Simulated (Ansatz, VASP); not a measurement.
HfC in VASP and in Ansatz

INCAR

```
PREC = Accurate ; ENCUT = 520
EDIFF = 1E-6 ; ISMEAR = 0
SIGMA = 0.05 ; LREAL = False
LASPH = True ; NELM = 100
ALGO = Normal ; ISIF = 2
LWAVE = False ; LCHARG = False
GGA = PS ; NBANDS = 22
```

File KPOINTS:

```
Automatic mesh
0
Gamma
  10 10 6
```

The input POSCAR:

```
HfC
1.0
    3.2332086791      0.0000000000      0.0000000000
   -1.6166043395      2.8000408518      0.0000000000
    0.0000000000      0.0000000000      5.7187526075
Hf C
2 2
Direct
    0.0000000000      0.0000000000      0.0000000000
    0.0000000000      0.0000000000      0.5000000000
    0.3333333333      0.6666666667      0.2500000000
    0.7037814996      0.3333333333      0.7500000000
```

Input for Ansatz:

```yaml
crystal:
  lattice:
    - [3.2332086791, 0.0, 0.0]
    - [-1.6166043395, 2.8000408518, 0.0]
    - [0.0, 0.0, 5.7187526075]
  atoms:
    - { symbol: Hf, position: [0.0, 0.0, 0.0] }
    - { symbol: Hf, position: [0.0, 0.0, 0.5] }
    - { symbol: C, position: [0.3333333333, 0.6666666667, 0.25] }
    - { symbol: C, position: [0.7037814996, 0.3333333333, 0.75] }
basis:
  ecutwfc: 420
  ecutrho_ratio: 4
kpoints:
  mp_grid: { grid: [10, 10, 6] }
hamiltonian:
  xc: pbesol
scf:
  occupations: { method: gaussian, width: 0.05 }
output:
  forces: true
  stress: true
  eigenvalues: true
  write_density: true
  write_potential: true
  elf: true
  volumetric_format: npy
```

Alike in both runs: task single point; functional PBEsol; k mesh 10 × 10 × 6; occupations gaussian, width 0.05 eV; no spin polarisation.

```csv
,VASP,Ansatz
version,VASP 6.6.1,Ansatz 0.2.0
potentials or method,"VASP PAW PBE potentials, release 64 (Hf_pv, C), cutoff 520 eV","scalar-relativistic, plane waves, PAW"
valence electrons in the cell,28,60
```

```tsv
	VASP	Ansatz	Ansatz less VASP
gap on the k mesh at the Fermi level (eV)	none	none	-
pressure (GPa)	0.0	0.5	+0.52
traceless stress, the component that is largest in VASP (GPa)	0.42	0.68	+0.256
rms of the force components (eV/Å)	0.202	0.201	-0.0010
```

VASP's potentials were made for PBE, not for PBEsol. Atom by atom the forces differ by 0.003 eV/Å (rms over components). A gap of «none» marks a metal or a gap that the smearing closes. VASP's potentials hold 28 valence electrons a cell and Ansatz's 60, so a difference there can come from the potentials and not from the codes.

Spin-orbit coupling is off throughout.
